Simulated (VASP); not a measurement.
Input of a VASP 6.6.1 run:

File POSCAR:

```
LuBiF6
1.0
    2.6837259470      1.5494498942      5.3346369491
   -2.6837259470      1.5494498942      5.3346369491
    0.0000000000     -3.0988997996      5.3346369459
Lu Bi F
1 1 6
Direct
    0.0000000000      0.0000000000      0.0000000000
    0.5000000000      0.5000000000      0.5000000000
    0.6077671330      0.2414531796     -0.0902285459
    0.2414531796     -0.0902285459      0.6077671330
    1.0902285459      0.3922328670      0.7585468204
    0.7585468204      1.0902285459      0.3922328670
    0.3922328670      0.7585468204      1.0902285459
   -0.0902285459      0.6077671330      0.2414531796
```

INCAR.step1

```
SYSTEM = LuBiF6
PREC = Accurate
ENCUT = 520
ISMEAR = -1
SIGMA = 0.03
LREAL = .False.
LASPH = .True.
NELM = 80
NBANDS = 51
GGA = PE
ALGO = Normal
EDIFF = 1E-4
LWAVE = .True.
LCHARG = .False.
```

The input INCAR.step2:

```
SYSTEM = LuBiF6
PREC = Accurate
ENCUT = 520
EDIFF = 1E-7
ISMEAR = -1
SIGMA = 0.03
LREAL = .False.
LASPH = .True.
NELM = 80
ALGO = Normal
ISIF = 2
LWAVE = .False.
LCHARG = .False.
METAGGA = R2SCAN
LMIXTAU = .True.
LUSE_VDW = .True.
IVDW_NL = 2
BPARAM = 11.95
CPARAM = 0.0093
NBANDS = 51
ISTART = 1
```

File KPOINTS:

```
regular mesh
0
Gamma
  4 4 4
  0 0 0
```

Potentials or basis: VASP PAW PBE potentials, release 64 (Lu, Bi_d, F).

Command:

```console
$ cat potpaw_PBE.64/Lu/POTCAR potpaw_PBE.64/Bi_d/POTCAR potpaw_PBE.64/F/POTCAR > POTCAR
$ cp INCAR.step1 INCAR
$ mpirun -np 1 vasp_std > vasp.out
$ cp INCAR.step2 INCAR
$ mpirun -np 1 vasp_std > vasp.out
```

Q: Predict the largest force.

A: 0.090 eV/Å.

Q: Predict the pressure.

A: 0.6 GPa.

Q: What does it give for the band gap on the k mesh?

A: 5.51 eV (least direct gap 5.55 eV).

Forces in eV/Å, atoms in the order of the input:
```
Lu   0.000  0.000  0.000
Bi   0.000  0.000  0.000
F   -0.074 -0.029 -0.043
F    0.012  0.078 -0.043
F   -0.062  0.049  0.043
F   -0.012 -0.078  0.043
F    0.074  0.029  0.043
F    0.062 -0.049 -0.043
```

Caveat: the PAW data sets were made with another functional, which shifts forces and pressure a little; spin-orbit coupling is left out, which moves the levels of the heavy elements. A k mesh can miss the band edges.
